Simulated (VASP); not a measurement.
# H (P6_3/mmc) in VASP: further runs

H is run at these levels: PBE; tasks: single point.

Everything below comes from runs of VASP 6.6.1. Logs are shortened: lines on timing, memory, paths and dates and some standing lists are left out, and cuts for length are marked.

## Step 1: The cell of the first run

The structure is hexagonal, space group P6_3/mmc (No. 194). The conventional cell has a = 4.054 Å, b = 4.054 Å, c = 4.528 Å, α = 90.00°, β = 90.00°, γ = 120.00°. H (site symmetry 3m) has 1 H at 0.67 Å within 0.9 Å.

## Step 2: Single point, PBE

INCAR reads:

```
PREC     = Accurate       # precision mode
ENCUT    = 520            # plane-wave cutoff, eV
EDIFF    = 1E-7           # SCF threshold, eV
ISMEAR   = 0              # smearing method
SIGMA    = 0.05           # smearing width, eV
LREAL    = F              # projectors in reciprocal space
LASPH    = T              # aspherical terms in the spheres
NELM     = 60             # most SCF steps
ALGO     = Normal         # electronic algorithm
ISIF     = 2              # what is computed and relaxed
LWAVE    = F              # write WAVECAR
LCHARG   = F              # write CHGCAR
GGA      = PE             # functional
NBANDS   = 10             # bands
```

KPOINTS reads:

```
regular mesh
0
Gamma
  9 9 6
```

POSCAR reads:

```
H
1.0
    4.0538997000      0.0000000000      0.0000000000
   -2.0269498500      3.5107801246      0.0000000000
    0.0000000000      0.0000000000      4.5284557732
H
4
Direct
    0.3333333333      0.6666666667      0.1764958800
    0.6666666667      0.3333333333      0.6764958800
    0.6666666667      0.3333333333      0.8235041200
    0.3333333333      0.6666666667      0.3235041200
```

Potentials or basis: VASP PAW PBE potentials, release 64 (H).

Launch:

```
cat potpaw_PBE.64/H/POTCAR > POTCAR
mpirun -np 1 vasp_std > vasp.out
```

OUTCAR:

```text
PREC = Accurate
   ENCUT = 520
   EDIFF = 1E-7
   ISMEAR = 0
   LREAL = F
   LASPH = T
   NELM = 60
   ISIF = 2
   GGA = PE

 ion  position               nearest neighbor table
   1  0.333  0.667  0.176-   4 0.67
   2  0.667  0.333  0.676-   3 0.67
   3  0.667  0.333  0.824-   2 0.67
   4  0.333  0.667  0.324-   1 0.67

  LATTYP: Found a hexagonal cell.
 ALAT       =     4.0538997000
 C/A-ratio  =     1.1170616217

  Lattice vectors:

 A1 = (   4.0538997000,   0.0000000000,   0.0000000000)
 A2 = (  -2.0269498500,   3.5107801246,   0.0000000000)
 A3 = (   0.0000000000,   0.0000000000,   4.5284557732)

Analysis of symmetry for initial positions (statically):
=====================================================================
 Subroutine PRICEL returns:
 Original cell was already a primitive cell.

 Routine SETGRP: Setting up the symmetry group for a
 hexagonal supercell.

 Subroutine GETGRP returns: Found 24 space group operations
 (whereof 12 operations were pure point group operations)
 out of a pool of 24 trial point group operations.

The static configuration has the point symmetry D_3d.
 The point group associated with its full space group is D_6h.

Analysis of symmetry for dynamics (positions and initial velocities):
=====================================================================
 Subroutine PRICEL returns:
 Original cell was already a primitive cell.

 Routine SETGRP: Setting up the symmetry group for a
 hexagonal supercell.

 Subroutine GETGRP returns: Found 24 space group operations
 (whereof 12 operations were pure point group operations)
 out of a pool of 24 trial point group operations.

The dynamic configuration has the point symmetry D_3d.
 The point group associated with its full space group is D_6h.

 Subroutine INISYM returns: Found 24 space group operations
 (whereof 12 operations are pure point group operations),
 and found     1 'primitive' translations

----------------------------------------------------------------------------------------

                                     Primitive cell

  volume of cell :      64.4506

  direct lattice vectors                    reciprocal lattice vectors
     4.053899700  0.000000000  0.000000000     0.246676059  0.142418489  0.000000000
    -2.026949850  3.510780125  0.000000000     0.000000000  0.284836978  0.000000000
     0.000000000  0.000000000  4.528455773     0.000000000  0.000000000  0.220825829

  length of vectors
     4.053899700  4.053899700  4.528455773     0.284836978  0.284836978  0.220825829

  position of ions in fractional coordinates (direct lattice)
     0.333333333  0.666666667  0.176495880
     0.666666667  0.333333333  0.676495880
     0.666666667  0.333333333  0.823504120
     0.333333333  0.666666667  0.323504120

  ion indices of the primitive-cell ions
   primitive index   ion index
                 1           1
                 2           2
                 3           3
                 4           4

----------------------------------------------------------------------------------------

 KPOINTS: regular mesh

Automatic generation of k-mesh.
 Grid dimensions read from file:
 generate k-points for:    9    9    6

 Generating k-lattice:

  Cartesian coordinates                     Fractional coordinates (reciprocal lattice)
     0.027408451  0.015824277  0.000000000     0.111111111  0.000000000  0.000000000
     0.000000000  0.031648553  0.000000000     0.000000000  0.111111111  0.000000000
     0.000000000  0.000000000  0.036804305     0.000000000  0.000000000  0.166666667

  Length of vectors
     0.031648553  0.031648553  0.036804305

  Shift w.r.t. Gamma in fractional coordinates (k-lattice)
     0.000000000  0.000000000  0.000000000

 Subroutine IBZKPT returns following result:
 ===========================================

 Found     48 irreducible k-points:

 Following reciprocal coordinates:
            Coordinates               Weight
  0.000000  0.000000  0.000000      1.000000
  0.111111 -0.000000  0.000000      6.000000
  0.222222 -0.000000  0.000000      6.000000
  0.333333  0.000000  0.000000      6.000000
  0.444444 -0.000000  0.000000      6.000000
  0.111111  0.111111  0.000000      6.000000
[... 16 lines left out ...]
  0.333333  0.222222  0.166667     24.000000
  0.333333  0.333333  0.166667      4.000000
 [... further k-points ...]
   k-points           NKPTS =     48   k-points in BZ     NKDIM =     48   number of bands    NBANDS=     10
   number of dos      NEDOS =    301   number of ions     NIONS =      4
   total plane-waves  NPLWV =  32400
   dimension x,y,z NGX =    30 NGY =   30 NGZ =   36
   dimension x,y,z NGXF=    60 NGYF=   60 NGZF=   72
   ions per type =               4
   NGX,Y,Z   is equivalent  to a cutoff of  12.30, 12.30, 13.22 a.u.
   NGXF,Y,Z  is equivalent  to a cutoff of  24.61, 24.61, 26.43 a.u.
 SYSTEM =  unknown system
   PREC   = accura    normal or accurate (medium, high low for compatibility)
   ISTART =      0    job   : 0-new  1-cont  2-samecut
   ICHARG =      2    charge: 1-file 2-atom 10-const
   ISPIN  =      1    spin polarized calculation?
   LNONCOLLINEAR =      F non collinear calculations
   LSORBIT =      F    spin-orbit coupling
   LASPH  =      T    aspherical Exc in radial PAW
   ENCUT  =  520.0 eV  38.22 Ry    6.18 a.u.   7.54  7.54  8.42*2*pi/ulx,y,z
   NELM   =     60;   NELMIN=  2; NELMDL= -5     # of ELM steps
   EDIFF  = 0.1E-06   stopping-criterion for ELM
   LREAL  =      F    real-space projection
   EDIFFG = 0.1E-05   stopping-criterion for IOM
   NSW    =      0    number of steps for IOM
   IBRION =     -1    ionic relax: 0-MD 1-quasi-New 2-CG
   NFREE  =      0    steps in history (QN), initial steepest desc. (CG)
   ISIF   =      2    stress and relaxation
   ISYM   =      2    0-nonsym 1-usesym 2-fastsym
   POTIM  = 0.5000    time-step for ionic-motion
   TEBEG  =    0.0;   TEEND  =   0.0 temperature during run
   PSTRESS=    0.0 pullay stress
   NELECT =       4.0000    total number of electrons
   NUPDOWN=      -1.0000    fix difference up-down
   EMIN   =  10.00;   EMAX   =-10.00  energy-range for DOS
   EFERMI =   0.00;   METHOD = LEGACY
   ISMEAR =     0;   SIGMA  =   0.05  broadening in eV -4-tet -1-fermi 0-gaus
   EFERMI_NEDOS =   21; number of points for ismear=-14 and -15
   IALGO  =     38    algorithm
   IMIX   =      4    mixing-type and parameters
     AMIX     =   0.40;   BMIX     =  1.00
     AMIX_MAG =   1.60;   BMIX_MAG =  1.00
  volume/ion in A,a.u.               =      16.11       108.73
  Fermi-wavevector in a.u.,A,eV,Ry     =   0.648165  1.224855  5.716059  0.420119
  Thomas-Fermi vector in A             =   1.716710
   LORBIT       =      0    0 simple, 1 ext, 2 COOP (PROOUT), +10 PAW based schemes
   GGA     = PE    functional components
   LHFCALC =     F    Hartree Fock is set to
   AEXX    =    0.0000 exact exchange contribution
   IVDW    =     0    specifies the selected vdW correction
   LEPSILON=     F    determine dielectric tensor
   LRPA    =     F    only Hartree local field effects (RPA)
 non-spin polarized calculation
 Gauss-broadening in eV      SIGMA  =   0.05
  energy-cutoff  :      520.00
  volume of cell :       64.45
 maximum number of plane-waves:      1763
 NGX is ok and might be reduce to    30

 number of electron       3.9999997 magnetization

 Free energy of the ion-electron system (eV)
  ---------------------------------------------------
  ext. energy  EPLUGINS =         0.00000000
  ---------------------------------------------------
  free energy    TOTEN  =       -13.27755108 eV

  energy without entropy =      -13.27755108  energy(sigma->0) =      -13.27755108

 E-fermi :  -8.9933     XC(G=0):  -4.4690

 val. band max:       -9.2600499263   @ k =   0.0000   0.0000   0.0000
 cond. band min:       0.9986554487   @ k =   0.4444  -0.0000   0.3333
 fundamental gap:     10.2587053750
 Fermi energy:        -8.9933222123

 k-point     1 :       0.0000    0.0000    0.0000
  band No.  band energies     occupation
      1     -10.7032      2.00000
      2      -9.2600      2.00000
      3       1.8244      0.00000
      4       2.6392      0.00000
      5       6.4156      0.00000
      6       7.2192      0.00000
      7       7.2192      0.00000
      8       8.6239      0.00000
      9       8.6618      0.00000
     10       8.6619      0.00000

 k-point     2 :       0.1111   -0.0000    0.0000
  band No.  band energies     occupation
      1     -10.6507      2.00000
      2      -9.2820      2.00000
      3       1.9524      0.00000
      4       2.4904      0.00000
      5       5.5719      0.00000
      6       6.6183      0.00000
      7       7.4925      0.00000
      8       8.2968      0.00000
      9       9.4060      0.00000
     10       9.4679      0.00000

 k-point     3 :       0.2222   -0.0000    0.0000
  band No.  band energies     occupation
      1     -10.5044      2.00000
      2      -9.3503      2.00000
      3       2.0984      0.00000
      4       2.3291      0.00000
      5       4.6206      0.00000
      6       5.8435      0.00000
      7       7.4580      0.00000
      8       7.5078      0.00000
      9      10.3494      0.00000
     10      10.6777      0.00000

 k-point     4 :       0.3333    0.0000    0.0000
  band No.  band energies     occupation
      1     -10.2984      2.00000
      2      -9.4652      2.00000
      3       1.6273      0.00000
      4       2.9246      0.00000
      5       4.0691      0.00000
      6       5.2915      0.00000
      7       6.3847      0.00000
      8       7.3219      0.00000
      9       9.9608      0.00000
     10      11.2660      0.00000
[... 222 lines left out ...]
 k-point    22 :       0.2222    0.2222    0.1667
  band No.  band energies     occupation
      1     -10.1335      2.00000
      2      -9.5673      2.00000
      3       1.5484      0.00000
      4       2.2442      0.00000
      5       3.8615      0.00000
      6       5.1614      0.00000
      7       7.0515      0.00000
      8       7.2408      0.00000
      9      10.1569      0.00000
     10      10.7456      0.00000

 k-point    23 :       0.3333    0.2222    0.1667
  band No.  band energies     occupation
      1      -9.9637      2.00000
      2      -9.6829      2.00000
      3       1.4262      0.00000
      4       2.5676      0.00000
      5       3.1059      0.00000
      6       5.4699      0.00000
      7       6.4280      0.00000
      8       6.7887      0.00000
      9      10.2485      0.00000
     10      11.4671      0.00000

 k-point    24 :       0.3333    0.3333    0.1667
  band No.  band energies     occupation
      1      -9.8137      2.00000
      2      -9.8137      2.00000
      3       1.5182      0.00000
      4       2.6748      0.00000
      5       2.6748      0.00000
      6       5.9826      0.00000
      7       5.9826      0.00000
      8       6.3489      0.00000
      9      11.2514      0.00000
     10      12.1617      0.00000

 [... further k-points ...]
[... 5 lines left out ...]
  --------------------------------------------------------------------------------------
  -------------------------------------------------------------------------------------
  Total       -0.0470271     -0.0470271      5.1342167      0.0000000      0.0000000      0.0000000
  in kB       -1.1690479     -1.1690479    127.6315411      0.0000000      0.0000000      0.0000000
  external PRESSURE =      41.7644817 kB  Pullay stress =       0.0000000 kB

 VOLUME and BASIS-vectors are now :
 -----------------------------------------------------------------------------
  energy-cutoff  :      520.00
  volume of cell :       64.45
      direct lattice vectors                 reciprocal lattice vectors
     4.053899700  0.000000000  0.000000000     0.246676059  0.142418489  0.000000000
    -2.026949850  3.510780125  0.000000000     0.000000000  0.284836978  0.000000000
     0.000000000  0.000000000  4.528455773     0.000000000  0.000000000  0.220825829

 POSITION                                       TOTAL-FORCE (eV/Angst)
 -----------------------------------------------------------------------------------
     -0.00000      2.34052      0.79925        -0.000000      0.000000     -3.888975
      2.02695      1.17026      3.06348         0.000000      0.000000     -3.888975
      2.02695      1.17026      3.72920         0.000000     -0.000000      3.888975
     -0.00000      2.34052      1.46497        -0.000000     -0.000000      3.888975
 -----------------------------------------------------------------------------------
    total drift:                                0.000000     -0.000000      0.000000

  FREE ENERGIE OF THE ION-ELECTRON SYSTEM (eV)
  ---------------------------------------------------
  free  energy   TOTEN  =       -13.2775510759 eV

  energy  without entropy=      -13.2775510759  energy(sigma->0) =      -13.27755108
```

Run time: 48 s. Hardware: 1 thread of AMD EPYC 7R13, shared host; peak memory 0.14 GiB.

Results:

| Property | Result |
| --- | --- |
| Free energy | -13.2776 eV |
| Pressure | 4.2 GPa |
| Largest force | 3.889 eV/Å |
| Band gap on the k mesh | 10.26 eV, indirect (least direct gap 10.68 eV) |

Forces on the atoms (eV/Å):
```
H    0.000  0.000 -3.889
H    0.000  0.000 -3.889
H    0.000  0.000  3.889
H    0.000  0.000  3.889
```

Stress tensor (GPa, compression positive):
```
-0.12  0.00  0.00
 0.00 -0.12  0.00
 0.00  0.00 12.76
```

Levels at points of the mesh, in eV from the valence-band top:
| k point | band 1 | band 2 | band 3 | band 4 | band 5 | band 6 |
| --- | --- | --- | --- | --- | --- | --- |
| (0.00, 0.00, 0.00) | -1.44 | 0.00 | 11.08 | 11.90 | 15.68 | 16.48 |
| (0.00, 0.00, 0.50) | -0.75 | -0.75 | 10.86 | 10.86 | 17.95 | 17.95 |

Caveat: forces of over 1 eV/Å act on the atoms, so gaps and moduli don't describe the material at rest. A k mesh can miss the band edges.

## Step 3: Single point, PBE

This run uses another cell than the first one, of the same volume but with other edges.

INCAR reads:

```
SYSTEM = H
PREC = Accurate
ENCUT = 520
EDIFF = 1E-6
ISMEAR = 0
SIGMA = 0.05
LREAL = .FALSE.
LASPH = .TRUE.
NELM = 80
ALGO = Normal
ISIF = 2
LWAVE = .FALSE.
LCHARG = .FALSE.
GGA = PE
NBANDS = 10
```

KPOINTS reads:

```
Automatic mesh
0
G
  9 9 6
  0 0 0
```

POSCAR reads:

```
H
1.0
    3.6137010833      0.0000000000      0.0000000000
   -1.8068505416      3.1295569398      0.0000000000
    0.0000000000      0.0000000000      5.6989084129
H
4
Direct
    0.3333333333      0.6666666667      0.1764958800
    0.6666666667      0.3333333333      0.6764958800
    0.6666666667      0.3333333333      0.8235041200
    0.3333333333      0.6666666667      0.3235041200
```

Potentials or basis: VASP PAW PBE potentials, release 64 (H).

Launch:

```
cat potpaw_PBE.64/H/POTCAR > POTCAR
mpirun -np 1 vasp_std > vasp.out
```

Wall time 49 s (1 thread of AMD EPYC 7R13, shared host); peak memory 0.14 GiB.

The run converged. Its results:

```yaml
Free_energy: -13.3555 eV
Pressure: -3.3 GPa
Largest_force: 2.298 eV/Å
Band_gap_on_the_k_mesh: 7.80 eV, indirect (least direct gap 7.90 eV)
```

Forces on the atoms (eV/Å):
```
H    0.000  0.000  2.298
H    0.000  0.000  2.298
H    0.000  0.000 -2.298
H    0.000  0.000 -2.298
```

Stress tensor (GPa, compression positive):
```
-0.05  0.00  0.00
 0.00 -0.05  0.00
 0.00  0.00 -9.74
```

Levels at points of the mesh, in eV from the valence-band top:
```csv
k point,band 1,band 2,band 3,band 4,band 5,band 6,band 7
"(0.00, 0.00, 0.00)",-1.35,-0.11,7.80,12.11,14.74,14.88,18.31
"(0.00, 0.00, 0.50)",-0.80,-0.80,9.59,9.59,15.66,15.66,19.11
```

Caveat: forces of over 1 eV/Å act on the atoms, so gaps and moduli don't describe the material at rest.

## Step 4: Single point, PBE

This run uses another cell than the first one, of the same volume but with other edges.

INCAR reads:

```
PREC = Accurate
ENCUT = 520
EDIFF = 1E-6
ISMEAR = 0
SIGMA = 0.05
LREAL = F
LASPH = T
NELM = 60
ALGO = Normal
ISIF = 2
LWAVE = F
LCHARG = T
GGA = PE
LELF = T
LVHAR = T
NBANDS = 10
```

KPOINTS reads:

```
regular mesh
0
Gamma
  9 9 6
```

POSCAR reads:

```
H
1.0
    3.9483595936      0.0000000000      0.0000000000
   -1.9741797968      3.4193797113      0.0000000000
    0.0000000000      0.0000000000      4.7737836389
H
4
Direct
    0.3333333333      0.6666666667      0.1764958800
    0.6666666667      0.3333333333      0.6764958800
    0.6666666667      0.3333333333      0.8235041200
    0.3333333333      0.6666666667      0.3235041200
```

Launch:

```
cat potpaw_PBE.64/H/POTCAR > POTCAR
mpirun -np 1 vasp_std > vasp.out
```

Run time: 53 s. Hardware: 1 thread of AMD EPYC 7R13, shared host; peak memory 0.14 GiB.

It converged, with:

```yaml
Free_energy: -13.4867 eV
Pressure: 2.2 GPa
Largest_force: 1.963 eV/Å
Band_gap_on_the_k_mesh: 10.03 eV, indirect (least direct gap 10.22 eV)
```

Forces on the atoms (eV/Å):
```
H    0.000  0.000 -1.963
H    0.000  0.000 -1.963
H    0.000  0.000  1.963
H    0.000  0.000  1.963
```

Stress tensor (GPa, compression positive):
```
-0.11  0.00  0.00
 0.00 -0.11  0.00
 0.00  0.00  6.72
```

Levels at points of the mesh, in eV from the valence-band top:
| k point | band 1 | band 2 | band 3 | band 4 | band 5 | band 6 | band 7 |
| --- | --- | --- | --- | --- | --- | --- | --- |
| (0.00, 0.00, 0.00) | -1.43 | 0.00 | 10.22 | 11.92 | 15.32 | 16.83 | 16.83 |
| (0.00, 0.00, 0.50) | -0.76 | -0.76 | 10.66 | 10.66 | 18.01 | 18.01 | 18.12 |

Caveat: forces of over 1 eV/Å act on the atoms, so gaps and moduli don't describe the material at rest. A k mesh can miss the band edges.

## Step 5: Single point, PBE

This run uses another cell than the first one, of the same volume but with other edges.

INCAR reads:

```
  PREC = Accurate
  ENCUT = 520
  EDIFF = 1E-6
  ISMEAR = 0
  SIGMA = 0.05
  LREAL = F
  LASPH = T
  NELM = 80
  ALGO = Normal
  ISIF = 2
  LWAVE = F
  LCHARG = F
  GGA = PE
  NBANDS = 10
```

KPOINTS is that of step 4.

POSCAR reads:

```
H
1.0
    3.7200468798      0.0000000000      0.0000000000
   -1.8600234399      3.2216551012      0.0000000000
    0.0000000000      0.0000000000      5.3777338359
H
4
Direct
    0.3333333333      0.6666666667      0.1764958800
    0.6666666667      0.3333333333      0.6764958800
    0.6666666667      0.3333333333      0.8235041200
    0.3333333333      0.6666666667      0.3235041200
```

Launch:

```
cat potpaw_PBE.64/H/POTCAR > POTCAR
mpirun -np 1 vasp_std > vasp.out
```

Wall time 40 s (1 thread of AMD EPYC 7R13, shared host); peak memory 0.14 GiB.

The run converged. Its results:

| Property | Result |
| --- | --- |
| Free energy | -13.5260 eV |
| Pressure | -1.7 GPa |
| Largest force | 1.217 eV/Å |
| Band gap on the k mesh | 8.55 eV, indirect (least direct gap 8.57 eV) |

Forces on the atoms (eV/Å):
```
H    0.000  0.000  1.217
H    0.000  0.000  1.217
H    0.000  0.000 -1.217
H    0.000  0.000 -1.217
```

Stress tensor (GPa, compression positive):
```
-0.09  0.00  0.00
 0.00 -0.09  0.00
 0.00  0.00 -4.94
```

Levels at points of the mesh, in eV from the valence-band top:
```tsv
k point	band 1	band 2	band 3	band 4	band 5	band 6	band 7
(0.00, 0.00, 0.00)	-1.35	-0.02	8.55	12.06	14.93	15.77	17.80
(0.00, 0.00, 0.50)	-0.76	-0.76	10.07	10.07	16.31	16.31	18.75
```

Caveat: forces of over 1 eV/Å act on the atoms, so gaps and moduli don't describe the material at rest. A k mesh can miss the band edges.

(Continued in part 2 of 2.)
